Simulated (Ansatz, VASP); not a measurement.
# TiSi2 in VASP and in Ansatz

```
Ti Si
1.0
     0.00000    4.11752    4.43341
     2.38951    0.00000    4.43341
     2.38951    4.11752    0.00000
Ti Si
2 4
Direct
  0.75000 0.75000 0.75000
  0.50000 0.50000 0.50000
  0.41257 0.08743 0.41257
  0.08743 0.41257 0.08743
  0.16257 0.83743 0.16257
  0.83743 0.16257 0.83743
```

Alike in both runs: functional PBE; k mesh 6 × 6 × 6; occupations fermi-dirac, width 0.05 eV; no spin polarisation.

|  | VASP | Ansatz |
| --- | --- | --- |
| version | VASP 6.6.1 | Ansatz 0.2.0 |
| potentials or method | VASP PAW PBE potentials, release 64 (Ti_sv, Si) | Ansatz PAW |
| plane-wave cutoff (eV) | 520 | 420 |
| valence electrons in the cell | 40 | 40 |
| task | single point | band structure |

```tsv
	VASP	Ansatz	Ansatz less VASP
gap on the k mesh at the Fermi level (eV)	none	none	-
pressure (GPa)	-4.0	-4.0	-0.01
traceless stress, the component that is largest in VASP (GPa)	-8.68	-8.68	-0.003
rms of the force components (eV/Å)	0.006	0.006	-0.0002
```

Atom by atom the forces differ by 0.000 eV/Å (rms over components). A gap of «none» marks a metal or a gap that the smearing closes.
